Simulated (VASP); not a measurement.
Runs of VASP 6.6.1 on Be2SbP3. The structure is that of space group P4/mmm (No. 123), or close to it. The cells are those of the table. The cell was generated, and may not be a known phase.

```csv
task,cell,k mesh,cutoff (eV),gap on the mesh (eV),pressure (GPa),relaxed volume (Å³/atom)
single point,"a = 5.105, b = 5.105, c = 4.820 Å, 6 atoms",4 × 4 × 4,520,none,0.1,-
relaxation of cell and atoms,"relaxed from a = 4.140, b = 4.140, c = 3.909 Å, 6 atoms",4 × 4 × 4,600,none,-0.1,21.02
relaxation of cell and atoms,"relaxed from a = 5.105, b = 5.105, c = 4.820 Å, 6 atoms",8 × 8 × 8,600,none,0.0,(b)
single point,"a = 5.087, b = 5.087, c = 4.869 Å, 6 atoms",8 × 8 × 8,520,none,(a),-
single point,"a = 4.140, b = 4.140, c = 3.909 Å, 6 atoms",4 × 4 × 4,520,none,164.3,-
```

Alike in all rows: level PBE; potentials or basis VASP PAW PBE potentials, release 64 (Be, Sb, P); no spin polarisation; smearing gaussian 0.1 eV.

**Question.** Fill in the values left out.

**Answer.** (a) 0.2; (b) 21.05.

Caveats: some runs use coarse meshes; spin-orbit coupling is left out, which moves the levels of the heavy elements; the volume moved by over 15 % at a fixed basis, so the end points are rough (at least some runs).

A k mesh can miss the band edges, and the runs leave out spin-orbit coupling on Sb.

A gap of «none» marks levels without a gap at the run's occupations.
